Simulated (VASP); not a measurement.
Input of a VASP 6.6.1 run:

INCAR

```
SYSTEM = Ta
PREC = Accurate ; ENCUT = 600
EDIFF = 1E-6 ; ISMEAR = 0
SIGMA = 0.05 ; LREAL = .False.
LASPH = .True. ; NELM = 100
ALGO = Normal ; ISIF = 3
LWAVE = .False. ; LCHARG = .False.
GGA = PE ; IBRION = 2
NSW = 80 ; EDIFFG = -0.03
```

The input KPOINTS:

```
regular mesh
0
Gamma
  7 7 7
  0 0 0
```

File POSCAR:

```
Ta
1.0
    0.0000000000      3.0532680384      3.0532680384
    3.0532680384      0.0000000000      3.0532680384
    3.0532680384      3.0532680384      0.0000000000
Ta
2
Direct
    1.0000000000      1.0000000000      1.0000000000
    0.2500000000      0.2500000000      0.2500000000
```

Potentials or basis: VASP PAW PBE potentials, release 64 (Ta_pv).

Launch:

```bash
$ cat potpaw_PBE.64/Ta_pv/POTCAR > POTCAR
$ mpirun -np 1 vasp_std > vasp.out
```

(1) What does it give for the relaxed volume?

(2) Predict the space group after relaxing (to 0.05 Å).

Answers

(1) 28.55 Å³/atom.

(2) Fd-3m (No. 227).
